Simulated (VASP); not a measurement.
Set up this calculation in VASP 6.6.1, as the native input.

```yaml
Task: single point
Functional: LDA
Potentials_or_basis: VASP PAW LDA potentials, release 64 (Sc_sv, Ir)
Cutoff: 500 eV
k_mesh: 9 × 9 × 9
Occupations: fermi-dirac, width 0.1 eV
Spin: no spin polarisation
Dipole_correction: no
Further_INCAR_settings: ALGO = Normal; EDIFF = 1e-06; NBANDS = 17
```

The structure of ScIr lies in POSCAR:

```
ScIr
1.0
    3.1618359397      0.0000000000      0.0000000000
    0.0000000000      3.1618359397      0.0000000000
    0.0000000000      0.0000000000      3.1618359397
Sc Ir
1 1
Direct
    0.5000000000      0.5000000000      0.5000000000
    0.0000000000      0.0000000000      0.0000000000
```

One way to write it, as run:

INCAR

```
SYSTEM = ScIr
ALGO = Normal ; EDIFF = 1E-6
ENCUT = 500 ; GGA_COMPAT = .FALSE.
ISIF = 2 ; ISMEAR = -1
LASPH = .TRUE. ; LCHARG = .TRUE.
LELF = .TRUE. ; LREAL = .FALSE.
LVHAR = .TRUE. ; LWAVE = .FALSE.
NBANDS = 17 ; NELM = 120
PREC = Accurate ; SIGMA = 0.1
```

KPOINTS

```
k-points
0
G
  9 9 9
  0 0 0
```

Potentials or basis: VASP PAW LDA potentials, release 64 (Sc_sv, Ir).

The run is started by

```console
$ cat potpaw_LDA.64/Sc_sv/POTCAR potpaw_LDA.64/Ir/POTCAR > POTCAR
$ mpirun -np 1 vasp_std > vasp.out
```

It gave:

| Quantity | Value |
| --- | --- |
| Pressure | 1.0 GPa |
| Band gap on the k mesh | 0.31 eV, indirect (least direct gap 1.33 eV) |

Caveat: spin-orbit coupling is left out, which moves the levels of the heavy elements.

It used 27 s of CPU time on 1 thread of Intel Xeon 8259CL (shared host).
